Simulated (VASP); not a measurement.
Set up this calculation in VASP 6.6.1, as the native input.

```yaml
Task: single point
Functional: PBE
Potentials_or_basis: VASP PAW PBE potentials, release 64 (Mg_sv, O)
Cutoff: 840 eV
k_mesh: 8 × 8 × 8
Occupations: fermi-dirac, width 0.1 eV
Spin: no spin polarisation
Dipole_correction: no
Further_INCAR_settings: ALGO = Normal; EDIFF = 1e-06; NBANDS = 15
```

The structure of MgO lies in POSCAR:

```
MgO
1.0
    0.0000000000      2.1110000000      2.1110000000
    2.1110000000      0.0000000000      2.1110000000
    2.1110000000      2.1110000000      0.0000000000
Mg O
1 1
Direct
    0.0000000000      0.0000000000      0.0000000000
    0.5000000000      0.5000000000      0.5000000000
```

These files were run (other wordings do the same):

INCAR

```
SYSTEM = MgO
ALGO = Normal
EDIFF = 1E-6
ENCUT = 840
GGA = PE
GGA_COMPAT = .False.
ISIF = 2
ISMEAR = -1
LASPH = .True.
LCHARG = .True.
LELF = .True.
LREAL = .False.
LVHAR = .True.
LWAVE = .False.
NBANDS = 15
NELM = 120
PREC = Accurate
SIGMA = 0.1
```

KPOINTS

```
k-points
0
Gamma
  8 8 8
  0 0 0
```

Potentials or basis: VASP PAW PBE potentials, release 64 (Mg_sv, O).

Command:

```console
$ cat potpaw_PBE.64/Mg_sv/POTCAR potpaw_PBE.64/O/POTCAR > POTCAR
$ mpirun -np 1 vasp_std > vasp.out
```

It gave:

The pressure is 3.6 GPa and the band gap on the k mesh is 4.67 eV.

Caveat: the cell stands under pressure.

Run time: 25 s on 1 thread of Intel(R) Xeon(R) Platinum 8375C CPU @ 2.90GHz (Ice Lake), on a shared host, peak memory 0.16 GiB.
